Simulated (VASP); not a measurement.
Input of a VASP 6.6.1 run:

Contents of INCAR:

```
SYSTEM = BAs
PREC = Accurate
ENCUT = 500
EDIFF = 1E-6
ISMEAR = 0
SIGMA = 0.02
LREAL = .FALSE.
LASPH = .TRUE.
NELM = 120
ALGO = Normal
ISIF = 2
LWAVE = .FALSE.
LCHARG = .TRUE.
LELF = .TRUE.
LVHAR = .TRUE.
NBANDS = 11
GGA_COMPAT = .FALSE.
```

File KPOINTS:

```
Automatic mesh
0
G
  10 10 10
  0 0 0
```

File POSCAR:

```
BAs
1.0
    0.0000000000      2.3661934081      2.3661934081
    2.3661934081      0.0000000000      2.3661934081
    2.3661934081      2.3661934081      0.0000000000
B As
1 1
Direct
    0.0000000000      0.0000000000      0.0000000000
    0.2500000000      0.2500000000      0.2500000000
```

Potentials or basis: VASP PAW LDA potentials, release 64 (B, As).

The run is started by

```console
$ cat potpaw_LDA.64/B/POTCAR potpaw_LDA.64/As/POTCAR > POTCAR
$ mpirun -np 1 vasp_std > vasp.out
```

Task: Estimate the pressure.

Result: 0.9 GPa.

Task: What does it give for the band gap on the k mesh?

Result: 1.10 eV, indirect (least direct gap 3.29 eV).

A k mesh can miss the band edges. A hybrid or GW would open this gap; LDA tends to underestimate it.
